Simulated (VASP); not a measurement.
A run of VASP 6.6.1 is set up as follows.

INCAR

```
  ALGO = Fast
  EDIFF = 1E-7
  EDIFFG = -0.01
  ENCUT = 600
  GGA = PE
  IBRION = 2
  ISIF = 3
  ISMEAR = 0
  LASPH = T
  LCHARG = F
  LREAL = F
  LWAVE = F
  NELM = 60
  NSW = 100
  PREC = Accurate
  SIGMA = 0.1
```

KPOINTS

```
k-points
0
Gamma
  6 6 16
```

POSCAR

```
AlCu5
1.0
    7.8894869727      0.0000000000      0.0000000000
   -3.9447434863      6.8324961411      0.0000000000
    0.0000000000      0.0000000000      2.4087799162
Al Cu
1 5
Direct
    0.0000000000      0.0000000000      0.0000000000
    0.5000000000      0.0000000000      0.5000000000
    0.0000000000      0.5000000000      0.5000000000
    0.5000000000      0.5000000000      0.5000000000
    0.3333333333      0.6666666667      0.5000000000
    0.6666666667      0.3333333333      0.5000000000
```

Potentials or basis: VASP PAW PBE potentials, release 64 (Al, Cu).

Launch:

```bash
$ cat potpaw_PBE.64/Al/POTCAR potpaw_PBE.64/Cu/POTCAR > POTCAR
$ mpirun -np 1 vasp_std > vasp.out
```

**Question.** Predict the space group after relaxing (to 0.1 Å).

**Answer.** P6/mmm (No. 191).

**Question.** Estimate the relaxed volume.

**Answer.** 21.84 Å³/atom.

Final structure:
```xyz
6
Lattice="7.9246 0.0000 0.0000 -3.9623 6.8629 0.0000 0.0000 0.0000 2.4090" Properties=species:S:1:pos:R:3 pbc="T T T"
Al    0.0000    0.0000    0.0000
Cu    3.9623    0.0000    1.2045
Cu   -1.9812    3.4315    1.2045
Cu    1.9812    3.4315    1.2045
Cu    0.0000    4.5753    1.2045
Cu    3.9623    2.2876    1.2045
```
